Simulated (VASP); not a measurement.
Here is a VASP 6.6.1 calculation.

INCAR

```
SYSTEM = ZnAu
  ALGO = Normal
  EDIFF = 1E-6
  ENCUT = 500
  GGA = PE
  GGA_COMPAT = .FALSE.
  ISIF = 2
  ISMEAR = -1
  LASPH = .TRUE.
  LCHARG = .TRUE.
  LELF = .TRUE.
  LREAL = .FALSE.
  LVHAR = .TRUE.
  LWAVE = .FALSE.
  NBANDS = 18
  NELM = 120
  PREC = Accurate
  SIGMA = 0.05
```

File KPOINTS:

```
k-points
0
G
  13 13 13
  0 0 0
```

The input POSCAR:

```
ZnAu
1.0
    3.1470000000      0.0000000000      0.0000000000
    0.0000000000      3.1470000000      0.0000000000
    0.0000000000      0.0000000000      3.1470000000
Zn Au
1 1
Direct
    0.5000000000      0.5000000000      0.5000000000
    0.0000000000      0.0000000000      0.0000000000
```

Potentials or basis: VASP PAW PBE potentials, release 64 (Zn, Au).

Run with:

```sh
$ cat potpaw_PBE.64/Zn/POTCAR potpaw_PBE.64/Au/POTCAR > POTCAR
$ mpirun -np 1 vasp_std > vasp.out
```

Question: Predict the pressure.

Answer: 5.0 GPa.
